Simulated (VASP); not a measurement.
# Cu (P6/mmm) in VASP: a series of runs

The runs below take Cu through single point, with PBE.

Everything below comes from runs of VASP 6.6.1. Logs are shortened: lines on timing, memory, paths and dates and some standing lists are left out, and cuts for length are marked.

## 1. The cell of the first run

The structure is hexagonal, space group P6/mmm (No. 191). The conventional cell has a = 2.512 Å, b = 2.512 Å, c = 2.464 Å, α = 90.00°, β = 90.00°, γ = 120.00°. Cu (site symmetry 6/mmm) has 8 Cu at 2.46 to 2.51 Å within 3.3 Å.

## 2. Single point, PBE

Contents of INCAR:

```
  PREC = Accurate
  ENCUT = 520
  EDIFF = 1E-7
  ISMEAR = -1
  SIGMA = 0.05
  LREAL = False
  LASPH = True
  NELM = 100
  ALGO = Normal
  ISIF = 2
  LWAVE = False
  LCHARG = False
  GGA = PE
  NBANDS = 12
```

Contents of KPOINTS:

```
regular mesh
0
Gamma
  18 18 16
```

Contents of POSCAR:

```
Cu
1.0
    2.5124720465      0.0000000000      0.0000000000
   -1.2562360232      2.1758646185      0.0000000000
    0.0000000000      0.0000000000      2.4643220362
Cu
1
Direct
    0.0000000000      0.0000000000      0.0000000000
```

Potentials or basis: VASP PAW PBE potentials, release 64 (Cu).

Started as:

```sh
$ cat potpaw_PBE.64/Cu/POTCAR > POTCAR
$ mpirun -np 1 vasp_std > vasp.out
```

OUTCAR:

```text
PREC = Accurate
   ENCUT = 520
   EDIFF = 1E-7
   ISMEAR = -1
   LREAL = False
   LASPH = True
   NELM = 100
   ISIF = 2
   GGA = PE

 ion  position               nearest neighbor table
   1  0.000  0.000  0.000-

  LATTYP: Found a hexagonal cell.
 ALAT       =     2.5124720465
 C/A-ratio  =     0.9808356036

  Lattice vectors:

 A1 = (   2.5124720465,   0.0000000000,   0.0000000000)
 A2 = (  -1.2562360232,   2.1758646185,   0.0000000000)
 A3 = (   0.0000000000,   0.0000000000,   2.4643220362)

Analysis of symmetry for initial positions (statically):
=====================================================================
 Subroutine PRICEL returns:
 Original cell was already a primitive cell.

 Routine SETGRP: Setting up the symmetry group for a
 hexagonal supercell.

 Subroutine GETGRP returns: Found 24 space group operations
 (whereof 24 operations were pure point group operations)
 out of a pool of 24 trial point group operations.

The static configuration has the point symmetry D_6h.

Analysis of symmetry for dynamics (positions and initial velocities):
=====================================================================
 Subroutine PRICEL returns:
 Original cell was already a primitive cell.

 Routine SETGRP: Setting up the symmetry group for a
 hexagonal supercell.

 Subroutine GETGRP returns: Found 24 space group operations
 (whereof 24 operations were pure point group operations)
 out of a pool of 24 trial point group operations.

The dynamic configuration has the point symmetry D_6h.

 Subroutine INISYM returns: Found 24 space group operations
 (whereof 24 operations are pure point group operations),
 and found     1 'primitive' translations

----------------------------------------------------------------------------------------

                                     Primitive cell

  volume of cell :      13.4720

  direct lattice vectors                    reciprocal lattice vectors
     2.512472047  0.000000000  0.000000000     0.398014378  0.229793709  0.000000000
    -1.256236023  2.175864618  0.000000000     0.000000000  0.459587417  0.000000000
     0.000000000  0.000000000  2.464322036     0.000000000  0.000000000  0.405791120

  length of vectors
     2.512472047  2.512472046  2.464322036     0.459587417  0.459587417  0.405791120

  position of ions in fractional coordinates (direct lattice)
     0.000000000  0.000000000  0.000000000

  ion indices of the primitive-cell ions
   primitive index   ion index
                 1           1

----------------------------------------------------------------------------------------

 KPOINTS: regular mesh

Automatic generation of k-mesh.
 Grid dimensions read from file:
 generate k-points for:   18   18   16

 Generating k-lattice:

  Cartesian coordinates                     Fractional coordinates (reciprocal lattice)
     0.022111910  0.012766317  0.000000000     0.055555556  0.000000000  0.000000000
     0.000000000  0.025532634  0.000000000     0.000000000  0.055555556  0.000000000
     0.000000000  0.000000000  0.025361945     0.000000000  0.000000000  0.062500000

  Length of vectors
     0.025532634  0.025532634  0.025361945

  Shift w.r.t. Gamma in fractional coordinates (k-lattice)
     0.000000000  0.000000000  0.000000000

 Subroutine IBZKPT returns following result:
 ===========================================

 Found    333 irreducible k-points:

 Following reciprocal coordinates:
            Coordinates               Weight
  0.000000  0.000000  0.000000      1.000000
  0.055556 -0.000000  0.000000      6.000000
  0.111111 -0.000000  0.000000      6.000000
  0.166667 -0.000000  0.000000      6.000000
  0.222222 -0.000000  0.000000      6.000000
  0.277778 -0.000000  0.000000      6.000000
[... 16 lines left out ...]
  0.333333  0.111111  0.000000     12.000000
  0.388889  0.111111  0.000000     12.000000
 [... further k-points ...]
   k-points           NKPTS =    333   k-points in BZ     NKDIM =    333   number of bands    NBANDS=     12
   number of dos      NEDOS =    301   number of ions     NIONS =      1
   total plane-waves  NPLWV =   7200
   dimension x,y,z NGX =    20 NGY =   20 NGZ =   18
   dimension x,y,z NGXF=    40 NGYF=   40 NGZF=   36
   ions per type =               1
   NGX,Y,Z   is equivalent  to a cutoff of  13.23, 13.23, 12.14 a.u.
   NGXF,Y,Z  is equivalent  to a cutoff of  26.47, 26.47, 24.29 a.u.
 SYSTEM =  unknown system
   PREC   = accura    normal or accurate (medium, high low for compatibility)
   ISTART =      0    job   : 0-new  1-cont  2-samecut
   ICHARG =      2    charge: 1-file 2-atom 10-const
   ISPIN  =      1    spin polarized calculation?
   LNONCOLLINEAR =      F non collinear calculations
   LSORBIT =      F    spin-orbit coupling
   LASPH  =      T    aspherical Exc in radial PAW
   ENCUT  =  520.0 eV  38.22 Ry    6.18 a.u.   4.67  4.67  4.58*2*pi/ulx,y,z
   NELM   =    100;   NELMIN=  2; NELMDL= -5     # of ELM steps
   EDIFF  = 0.1E-06   stopping-criterion for ELM
   LREAL  =      F    real-space projection
   EDIFFG = 0.1E-05   stopping-criterion for IOM
   NSW    =      0    number of steps for IOM
   IBRION =     -1    ionic relax: 0-MD 1-quasi-New 2-CG
   NFREE  =      0    steps in history (QN), initial steepest desc. (CG)
   ISIF   =      2    stress and relaxation
   ISYM   =      2    0-nonsym 1-usesym 2-fastsym
   POTIM  = 0.5000    time-step for ionic-motion
   TEBEG  =    0.0;   TEEND  =   0.0 temperature during run
   PSTRESS=    0.0 pullay stress
   NELECT =      11.0000    total number of electrons
   NUPDOWN=      -1.0000    fix difference up-down
   EMIN   =  10.00;   EMAX   =-10.00  energy-range for DOS
   EFERMI =   0.00;   METHOD = LEGACY
   ISMEAR =    -1;   SIGMA  =   0.05  broadening in eV -4-tet -1-fermi 0-gaus
   EFERMI_NEDOS =   21; number of points for ismear=-14 and -15
   IALGO  =     38    algorithm
   IMIX   =      4    mixing-type and parameters
     AMIX     =   0.40;   BMIX     =  1.00
     AMIX_MAG =   1.60;   BMIX_MAG =  1.00
  volume/ion in A,a.u.               =      13.47        90.91
  Fermi-wavevector in a.u.,A,eV,Ry     =   1.530132  2.891530 31.855370  2.341304
  Thomas-Fermi vector in A             =   2.637657
   LORBIT       =      0    0 simple, 1 ext, 2 COOP (PROOUT), +10 PAW based schemes
   GGA     = PE    functional components
   LHFCALC =     F    Hartree Fock is set to
   AEXX    =    0.0000 exact exchange contribution
   IVDW    =     0    specifies the selected vdW correction
   LEPSILON=     F    determine dielectric tensor
   LRPA    =     F    only Hartree local field effects (RPA)
 non-spin polarized calculation
  energy-cutoff  :      520.00
  volume of cell :       13.47
 maximum number of plane-waves:       387
 NGX is ok and might be reduce to    20
   NGX =  9   NGY =  9   NGZ =  9

 number of electron      11.0000003 magnetization

 Free energy of the ion-electron system (eV)
  ---------------------------------------------------
  ext. energy  EPLUGINS =         0.00000000
  ---------------------------------------------------
  free energy    TOTEN  =        -3.46384450 eV

  energy without entropy =       -3.46169641  energy(sigma->0) =       -3.46277046

 E-fermi :   5.9825     XC(G=0): -11.9290

 val. band max:        5.9418401361   @ k =   0.1111   0.0556   0.5000
 cond. band min:       6.0492680490   @ k =   0.3889   0.1111   0.0625
 fundamental gap:      0.1074279129
 Fermi energy:         5.9824877178

 k-point     1 :       0.0000    0.0000    0.0000
  band No.  band energies     occupation
      1      -2.3197      2.00000
      2       2.1703      2.00000
      3       3.3045      2.00000
      4       3.3045      2.00000
      5       4.5623      2.00000
      6       4.5623      2.00000
      7      21.9752      0.00000
      8      26.3652      0.00000
      9      28.3056      0.00000
     10      29.2549      0.00000
     11      29.2549      0.00000
     12      31.8790      0.00000

 k-point     2 :       0.0556   -0.0000    0.0000
  band No.  band energies     occupation
      1      -2.2158      2.00000
      2       2.1903      2.00000
      3       3.2750      2.00000
      4       3.3421      2.00000
      5       4.5349      2.00000
      6       4.5573      2.00000
      7      22.1125      0.00000
      8      26.2779      0.00000
      9      27.1049      0.00000
     10      28.3763      0.00000
     11      28.6642      0.00000
     12      32.8881      0.00000

 k-point     3 :       0.1111   -0.0000    0.0000
  band No.  band energies     occupation
      1      -1.9071      2.00000
      2       2.2470      2.00000
      3       3.1944      2.00000
      4       3.4516      2.00000
      5       4.4571      2.00000
      6       4.5430      2.00000
      7      22.5190      0.00000
      8      24.2534      0.00000
      9      26.4884      0.00000
     10      26.9390      0.00000
     11      28.3124      0.00000
     12      34.7155      0.00000
[... 286 lines left out ...]
 k-point    23 :       0.3333    0.1111    0.0000
  band No.  band energies     occupation
      1       1.5604      2.00000
      2       2.5032      2.00000
      3       3.4462      2.00000
      4       3.8565      2.00000
      5       4.3620      2.00000
      6       5.1964      2.00000
      7      12.0838      0.00000
      8      18.4813      0.00000
      9      28.2222      0.00000
     10      28.7253      0.00000
     11      29.7626      0.00000
     12      35.7703      0.00000

 k-point    24 :       0.3889    0.1111    0.0000
  band No.  band energies     occupation
      1       1.7245      2.00000
      2       2.5709      2.00000
      3       3.8019      2.00000
      4       3.8338      2.00000
      5       4.3429      2.00000
      6       5.9311      1.47296
      7      10.3005      0.00000
      8      18.1323      0.00000
      9      28.9774      0.00000
     10      29.6944      0.00000
     11      29.7729      0.00000
     12      33.9512      0.00000

 [... further k-points ...]
[... 5 lines left out ...]
  --------------------------------------------------------------------------------------
  -------------------------------------------------------------------------------------
  Total       -0.2687039     -0.2687039     -0.2919858     -0.0000000     -0.0000000      0.0000000
  in kB      -31.9561202    -31.9561202    -34.7249646     -0.0000000     -0.0000000      0.0000000
  external PRESSURE =     -32.8790683 kB  Pullay stress =       0.0000000 kB

 VOLUME and BASIS-vectors are now :
 -----------------------------------------------------------------------------
  energy-cutoff  :      520.00
  volume of cell :       13.47
      direct lattice vectors                 reciprocal lattice vectors
     2.512472047  0.000000000  0.000000000     0.398014378  0.229793709  0.000000000
    -1.256236023  2.175864618  0.000000000     0.000000000  0.459587417  0.000000000
     0.000000000  0.000000000  2.464322036     0.000000000  0.000000000  0.405791120

 POSITION                                       TOTAL-FORCE (eV/Angst)
 -----------------------------------------------------------------------------------
      0.00000      0.00000      0.00000         0.000000      0.000000      0.000000
 -----------------------------------------------------------------------------------
    total drift:                               -0.000000      0.000000     -0.000000

  FREE ENERGIE OF THE ION-ELECTRON SYSTEM (eV)
  ---------------------------------------------------
  free  energy   TOTEN  =        -3.4638445040 eV

  energy  without entropy=       -3.4616964100  energy(sigma->0) =       -3.46277046
```

Run time: 40 s. Hardware: 1 thread of Intel Xeon Platinum 8375C at 2.90GHz (Ice Lake), shared host; peak memory 0.16 GiB.

Results:

```
Free energy : -3.4638 eV
Pressure    : -3.3 GPa
```

Levels at points of the mesh, in eV from the Fermi level:
```tsv
k point	band 3	band 4	band 5	band 6	band 7	band 8	band 9	band 10
(0.00, 0.00, 0.00)	-2.68	-2.68	-1.42	-1.42	15.99	20.38	22.32	23.27
(0.50, 0.00, 0.00)	-2.23	-1.58	-1.27	-0.54	3.35	15.01	19.69	23.55
(0.00, 0.00, 0.50)	-2.52	-2.01	-2.01	-1.72	1.43	26.49	28.29	29.12
(0.50, 0.00, 0.50)	-2.33	-1.23	-1.01	4.60	5.60	10.03	10.69	20.82
```

(Continued in part 2 of 2.)
